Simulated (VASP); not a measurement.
# BaZrO3 (Pm-3m) in VASP: electric field gradients with PBE

Aim: the electric field gradients of BaZrO3 with PBE.

All numbers are computed with VASP 6.6.1; they aren't measurements. Logs are shortened: lines on timing, memory, paths and dates and some standing lists are left out, and cuts for length are marked.

## (1) The cell of the first run

It takes space group Pm-3m (No. 221, cubic). Conventional cell: a = 4.191 Å, b = 4.191 Å, c = 4.191 Å, α = 90.00°, β = 90.00°, γ = 90.00°. Ba (site symmetry m-3m) has 12 O at 2.96 Å and 8 Zr at 3.63 Å within 3.9 Å. Zr (site symmetry m-3m) has 6 O at 2.10 Å within 2.8 Å. O (site symmetry 4/mmm) has 2 Zr at 2.10 Å within 2.8 Å.

## (2) Electric field gradients, PBE

INCAR reads:

```
PREC = Accurate
ENCUT = 520
EDIFF = 1E-8
ISMEAR = 0
SIGMA = 0.01
LREAL = Auto
LASPH = True
NELM = 100
ALGO = Normal
ISIF = 2
LWAVE = False
LCHARG = False
GGA = PE
LEFG = True
NBANDS = 96
```

KPOINTS reads:

```
regular mesh
0
Gamma
  3 3 3
```

POSCAR reads:

```
BaZrO3
1.0
   -4.1913400000      4.1913400000      4.1913400000
    4.1913400000     -4.1913400000      4.1913400000
    4.1913400000      4.1913400000     -4.1913400000
Ba Zr O
4 4 12
Direct
    0.0000000000      0.0000000000      0.0000000000
    0.5000000000      0.5000000000      0.0000000000
    0.5000000000      0.0000000000      0.5000000000
    0.0000000000      0.5000000000      0.5000000000
    0.5000000000      0.5000000000      0.5000000000
    0.0000000000      0.0000000000      0.5000000000
    0.0000000000      0.5000000000      0.0000000000
    0.5000000000      0.0000000000      0.0000000000
    0.5000000000      0.2500000000      0.2500000000
    0.0000000000      0.7500000000      0.2500000000
    0.0000000000      0.2500000000      0.7500000000
    0.5000000000      0.7500000000      0.7500000000
    0.2500000000      0.5000000000      0.2500000000
    0.7500000000      0.0000000000      0.2500000000
    0.7500000000      0.5000000000      0.7500000000
    0.2500000000      0.0000000000      0.7500000000
    0.2500000000      0.2500000000      0.5000000000
    0.7500000000      0.7500000000      0.5000000000
    0.7500000000      0.2500000000      0.0000000000
    0.2500000000      0.7500000000      0.0000000000
```

Potentials or basis: VASP PAW PBE potentials, release 64 (Ba_sv, Zr_sv, O).

The run is started by

```sh
$ cat potpaw_PBE.64/Ba_sv/POTCAR potpaw_PBE.64/Zr_sv/POTCAR potpaw_PBE.64/O/POTCAR > POTCAR
$ mpirun -np 1 vasp_std > vasp.out
```

OUTCAR:

```text
PREC = Accurate
   ENCUT = 520
   EDIFF = 1E-8
   ISMEAR = 0
   LREAL = Auto
   LASPH = True
   NELM = 100
   ISIF = 2
   GGA = PE

 ion  position               nearest neighbor table
   1  0.000  0.000  0.000-   9 2.96  10 2.96  11 2.96  13 2.96  14 2.96  16 2.96  17 2.96  19 2.96
                            20 2.96  18 2.96  15 2.96  12 2.96   5 3.63   6 3.63   6 3.63   7 3.63
   2  0.500  0.500  0.000-   9 2.96  10 2.96  12 2.96  13 2.96  14 2.96  15 2.96  18 2.96  19 2.96
                            20 2.96  17 2.96  16 2.96  11 2.96   5 3.63   5 3.63   6 3.63   8 3.63
   3  0.500  0.000  0.500-   9 2.96  11 2.96  12 2.96  14 2.96  15 2.96  16 2.96  17 2.96  18 2.96
                            19 2.96  20 2.96  13 2.96  10 2.96   5 3.63   8 3.63   6 3.63   5 3.63
   4  0.000  0.500  0.500-  10 2.96  11 2.96  12 2.96  13 2.96  15 2.96  16 2.96  17 2.96  18 2.96
                            20 2.96  19 2.96  14 2.96   9 2.96   5 3.63   7 3.63   6 3.63   6 3.63
   5  0.500  0.500  0.500-   9 2.10  12 2.10  13 2.10  15 2.10  17 2.10  18 2.10   3 3.63   4 3.63
                             1 3.63   2 3.63   2 3.63   3 3.63   4 3.63   1 3.63
   6  0.000  0.000  0.500-  10 2.10  11 2.10  14 2.10  16 2.10  17 2.10  18 2.10   3 3.63   4 3.63
                             1 3.63   2 3.63   1 3.63   4 3.63   3 3.63   2 3.63
   7  0.000  0.500  0.000-  10 2.10  11 2.10  13 2.10  15 2.10  19 2.10  20 2.10   3 3.63   4 3.63
                             1 3.63   2 3.63   4 3.63   1 3.63   2 3.63   3 3.63
   8  0.500  0.000  0.000-   9 2.10  12 2.10  14 2.10  16 2.10  19 2.10  20 2.10   3 3.63   4 3.63
                             1 3.63   2 3.63   3 3.63   2 3.63   1 3.63   4 3.63
   9  0.500  0.250  0.250-   5 2.10   8 2.10   4 2.96   2 2.96   3 2.96   1 2.96
  10  0.000  0.750  0.250-   6 2.10   7 2.10   4 2.96   1 2.96   3 2.96   2 2.96
  11  0.000  0.250  0.750-   6 2.10   7 2.10   4 2.96   1 2.96   2 2.96   3 2.96
  12  0.500  0.750  0.750-   5 2.10   8 2.10   3 2.96   1 2.96   2 2.96   4 2.96
  13  0.250  0.500  0.250-   5 2.10   7 2.10   4 2.96   2 2.96   3 2.96   1 2.96
  14  0.750  0.000  0.250-   6 2.10   8 2.10   4 2.96   1 2.96   3 2.96   2 2.96
  15  0.750  0.500  0.750-   5 2.10   7 2.10   4 2.96   1 2.96   2 2.96   3 2.96
  16  0.250  0.000  0.750-   6 2.10   8 2.10   3 2.96   1 2.96   2 2.96   4 2.96
  17  0.250  0.250  0.500-   5 2.10   6 2.10   4 2.96   2 2.96   3 2.96   1 2.96
  18  0.750  0.750  0.500-   5 2.10   6 2.10   4 2.96   1 2.96   3 2.96   2 2.96
  19  0.750  0.250  0.000-   7 2.10   8 2.10   4 2.96   1 2.96   2 2.96   3 2.96
  20  0.250  0.750  0.000-   7 2.10   8 2.10   3 2.96   1 2.96   2 2.96   4 2.96

  LATTYP: Found a body centered cubic cell.
 ALAT       =     8.3826800000

  Lattice vectors:

 A1 = (  -4.1913400000,   4.1913400000,   4.1913400000)
 A2 = (   4.1913400000,  -4.1913400000,   4.1913400000)
 A3 = (   4.1913400000,   4.1913400000,  -4.1913400000)

Analysis of symmetry for initial positions (statically):
=====================================================================
 Subroutine PRICEL returns following result:

  LATTYP: Found a simple cubic cell.
 ALAT       =     4.1913400000

  Lattice vectors:

 A1 = (   0.0000000000,   4.1913400000,   0.0000000000)
 A2 = (   4.1913400000,   0.0000000000,   0.0000000000)
 A3 = (   0.0000000000,   0.0000000000,  -4.1913400000)

   4 primitive cells build up your supercell.

 Routine SETGRP: Setting up the symmetry group for a
 body centered cubic supercell.

 Subroutine GETGRP returns: Found 48 space group operations
 (whereof 48 operations were pure point group operations)
 out of a pool of 48 trial point group operations.

The static configuration has the point symmetry O_h .

Analysis of symmetry for dynamics (positions and initial velocities):
=====================================================================
 Subroutine PRICEL returns following result:

  LATTYP: Found a simple cubic cell.
 ALAT       =     4.1913400000

  Lattice vectors:

 A1 = (   0.0000000000,   4.1913400000,   0.0000000000)
 A2 = (   4.1913400000,   0.0000000000,   0.0000000000)
 A3 = (   0.0000000000,   0.0000000000,  -4.1913400000)

   4 primitive cells build up your supercell.

 Routine SETGRP: Setting up the symmetry group for a
 body centered cubic supercell.

 Subroutine GETGRP returns: Found 48 space group operations
 (whereof 48 operations were pure point group operations)
 out of a pool of 48 trial point group operations.

The dynamic configuration has the point symmetry O_h .

 Subroutine INISYM returns: Found 48 space group operations
 (whereof 48 operations are pure point group operations),
 and found     4 'primitive' translations

----------------------------------------------------------------------------------------

                                     Primitive cell

  volume of cell :      73.6307

  direct lattice vectors                    reciprocal lattice vectors
[... 68 lines left out ...]
   LSORBIT =      F    spin-orbit coupling
   LASPH  =      T    aspherical Exc in radial PAW
   ENCUT  =  520.0 eV  38.22 Ry    6.18 a.u.  13.50 13.50 13.50*2*pi/ulx,y,z
   NELM   =    100;   NELMIN=  2; NELMDL= -5     # of ELM steps
   EDIFF  = 0.1E-07   stopping-criterion for ELM
   LREAL  =      T    real-space projection
   EDIFFG = 0.1E-06   stopping-criterion for IOM
   NSW    =      0    number of steps for IOM
   IBRION =     -1    ionic relax: 0-MD 1-quasi-New 2-CG
   NFREE  =      0    steps in history (QN), initial steepest desc. (CG)
   ISIF   =      2    stress and relaxation
   ISYM   =      2    0-nonsym 1-usesym 2-fastsym
   POTIM  = 0.5000    time-step for ionic-motion
   TEBEG  =    0.0;   TEEND  =   0.0 temperature during run
   PSTRESS=    0.0 pullay stress
   NELECT =     160.0000    total number of electrons
   NUPDOWN=      -1.0000    fix difference up-down
   EMIN   =  10.00;   EMAX   =-10.00  energy-range for DOS
   EFERMI =   0.00;   METHOD = LEGACY
   ISMEAR =     0;   SIGMA  =   0.01  broadening in eV -4-tet -1-fermi 0-gaus
   EFERMI_NEDOS =   21; number of points for ismear=-14 and -15
   IALGO  =     38    algorithm
   IMIX   =      4    mixing-type and parameters
     AMIX     =   0.40;   BMIX     =  1.00
     AMIX_MAG =   1.60;   BMIX_MAG =  1.00
  volume/ion in A,a.u.               =      14.73        99.38
  Fermi-wavevector in a.u.,A,eV,Ry     =   1.335802  2.524299 24.277770  1.784366
  Thomas-Fermi vector in A             =   2.464478
   LORBIT       =      0    0 simple, 1 ext, 2 COOP (PROOUT), +10 PAW based schemes
   GGA     = PE    functional components
   LHFCALC =     F    Hartree Fock is set to
   AEXX    =    0.0000 exact exchange contribution
   IVDW    =     0    specifies the selected vdW correction
   LEPSILON=     F    determine dielectric tensor
   LRPA    =     F    only Hartree local field effects (RPA)
 non-spin polarized calculation
 Gauss-broadening in eV      SIGMA  =   0.01
  energy-cutoff  :      520.00
  volume of cell :      294.52
 maximum number of plane-waves:      7986
 NGX is ok and might be reduce to    54
   NGX = 27   NGY = 27   NGZ = 27

 number of electron     160.0000057 magnetization

 Free energy of the ion-electron system (eV)
  ---------------------------------------------------
  ext. energy  EPLUGINS =         0.00000000
  ---------------------------------------------------
  free energy    TOTEN  =      -166.75151071 eV

  energy without entropy =     -166.75151071  energy(sigma->0) =     -166.75151071

 E-fermi :   3.9208     XC(G=0): -10.7713

 val. band max:        3.7696532239   @ k =  -0.3333   0.3333   0.3333
 cond. band min:       6.9786912424   @ k =   0.0000   0.0000   0.0000
 fundamental gap:      3.2090380185
 Fermi energy:         3.9208346040

 k-point     1 :       0.0000    0.0000    0.0000
  band No.  band energies     occupation
      1     -43.2296      2.00000
      2     -43.2229      2.00000
      3     -43.2229      2.00000
      4     -43.2229      2.00000
      5     -21.6344      2.00000
      6     -21.6344      2.00000
[... 369 lines left out ...]
     91       9.8805      0.00000
     92       9.8805      0.00000
 [bands above 92 left out]

------------------------ aborting loop because EDIFF is reached ----------------------------------------

  FORCE on cell =-STRESS in cart. coord.  units (eV):
  Direction    XX          YY          ZZ          XY          YZ          ZX
  --------------------------------------------------------------------------------------
  -------------------------------------------------------------------------------------
  Total        9.3359669      9.3359669      9.3359669     -0.0000000      0.0000000     -0.0000000
  in kB       50.7868430     50.7868430     50.7868430     -0.0000000      0.0000000     -0.0000000
  external PRESSURE =      50.7868430 kB  Pullay stress =       0.0000000 kB

 VOLUME and BASIS-vectors are now :
 -----------------------------------------------------------------------------
  energy-cutoff  :      520.00
  volume of cell :      294.52
      direct lattice vectors                 reciprocal lattice vectors
    -4.191340000  4.191340000  4.191340000     0.000000000  0.119293591  0.119293591
     4.191340000 -4.191340000  4.191340000     0.119293591  0.000000000  0.119293591
     4.191340000  4.191340000 -4.191340000     0.119293591  0.119293591  0.000000000

 POSITION                                       TOTAL-FORCE (eV/Angst)
 -----------------------------------------------------------------------------------
      0.00000      0.00000      0.00000        -0.000000     -0.000000      0.000000
      0.00000      0.00000      4.19134        -0.000000      0.000000     -0.000000
      0.00000      4.19134      0.00000        -0.000000     -0.000000     -0.000000
      4.19134      0.00000      0.00000        -0.000000      0.000000     -0.000000
      2.09567      2.09567      2.09567         0.000000     -0.000000     -0.000000
      2.09567      2.09567     -2.09567         0.000000     -0.000000      0.000000
[... 12 lines left out ...]
     -2.09567      2.09567      4.19134         0.000000      0.000000      0.000000
      2.09567     -2.09567      4.19134        -0.000000      0.000000     -0.000000
 -----------------------------------------------------------------------------------
    total drift:                               -0.000000      0.000000     -0.000000

  FREE ENERGIE OF THE ION-ELECTRON SYSTEM (eV)
  ---------------------------------------------------
  free  energy   TOTEN  =      -166.7515107075 eV

  energy  without entropy=     -166.7515107075  energy(sigma->0) =     -166.75151071

 Electric field gradients (V/A^2)
---------------------------------------------------------------------
 ion       V_xx      V_yy      V_zz      V_xy      V_xz      V_yz
---------------------------------------------------------------------
   1      -0.000     0.000    -0.000     0.000     0.000     0.000
   2      -0.000     0.000     0.000     0.000     0.000     0.000
   3      -0.000     0.000    -0.000     0.000     0.000     0.000
   4      -0.000     0.000     0.000     0.000     0.000     0.000
   5      -0.000     0.000     0.000     0.000     0.000     0.000
   6      -0.000     0.000     0.000     0.000     0.000     0.000
[... 12 lines left out ...]
  19       7.442     7.442   -14.885    -0.005    -0.005    -0.005
  20       7.442     7.442   -14.885    -0.005    -0.005    -0.005
---------------------------------------------------------------------

 Electric field gradients after diagonalization (V/A^2)
 (convention: |V_zz| > |V_xx| > |V_yy|)
----------------------------------------------------------------------
 ion       V_xx      V_yy      V_zz     asymmetry (V_yy - V_xx)/ V_zz
----------------------------------------------------------------------
   1      -0.000    -0.000     0.000       0.000
   2      -0.000    -0.000     0.000       0.000
   3      -0.000    -0.000     0.000       0.000
   4      -0.000    -0.000     0.000       0.000
   5      -0.000    -0.000     0.000       0.000
   6      -0.000    -0.000     0.000       0.000
[... 12 lines left out ...]
  19       7.448     7.437   -14.885       0.001
  20       7.448     7.437   -14.885       0.001
----------------------------------------------------------------------

           NMR quadrupolar parameters

 Cq : quadrupolar parameter    Cq=e*Q*V_zz/h
 eta: asymmetry parameters     (V_yy - V_xx)/ V_zz
 Q  : nuclear electric quadrupole moment in mb (millibarn)
----------------------------------------------------------------------
 ion       Cq(MHz)       eta       Q (mb)
----------------------------------------------------------------------
   1       0.000       0.000       1.000
   2       0.000       0.000       1.000
   3       0.000       0.000       1.000
   4       0.000       0.000       1.000
   5       0.000       0.000       1.000
   6       0.000       0.000       1.000
[... 12 lines left out ...]
  19      -0.036       0.001       1.000
  20      -0.036       0.001       1.000
----------------------------------------------------------------------
```

Run time: 4.4 min. Hardware: 1 thread of Intel Xeon Platinum 8488C (Sapphire Rapids), shared host; peak memory 0.42 GiB.

What came out:

| Quantity | Value |
| --- | --- |
| Free energy | -166.7515 eV |
| Pressure | 5.1 GPa |
| Band gap on the k mesh | 3.21 eV |
| Largest electric field gradient by atom | Ba -0.0; Zr -0.0; O -14.9 V/Å² |

Electric field gradients, principal values (V/Å²):
```
atom  least  middle  greatest (by size)
1 Ba  0.000   0.000               0.000
2 Ba  0.000   0.000               0.000
3 Ba  0.000   0.000               0.000
4 Ba  0.000   0.000               0.000
5 Zr  0.000   0.000               0.000
6 Zr  0.000   0.000               0.000
7 Zr  0.000   0.000               0.000
8 Zr  0.000   0.000               0.000
 9 O  7.437   7.448             -14.885
10 O  7.437   7.448             -14.885
11 O  7.437   7.448             -14.885
12 O  7.437   7.448             -14.885
13 O  7.437   7.448             -14.885
14 O  7.437   7.448             -14.885
15 O  7.437   7.448             -14.885
16 O  7.437   7.448             -14.885
17 O  7.437   7.448             -14.885
18 O  7.437   7.448             -14.885
19 O  7.437   7.448             -14.885
20 O  7.437   7.448             -14.885
```

Caveat: the cell stands under pressure; without QUAD_EFG the Cq values of the log hold for a quadrupole moment of 1 mb, not for the nuclei; spin-orbit coupling is left out, which moves the levels of the heavy elements; an odd mesh through Γ misses points on the zone boundary, where band edges can lie.
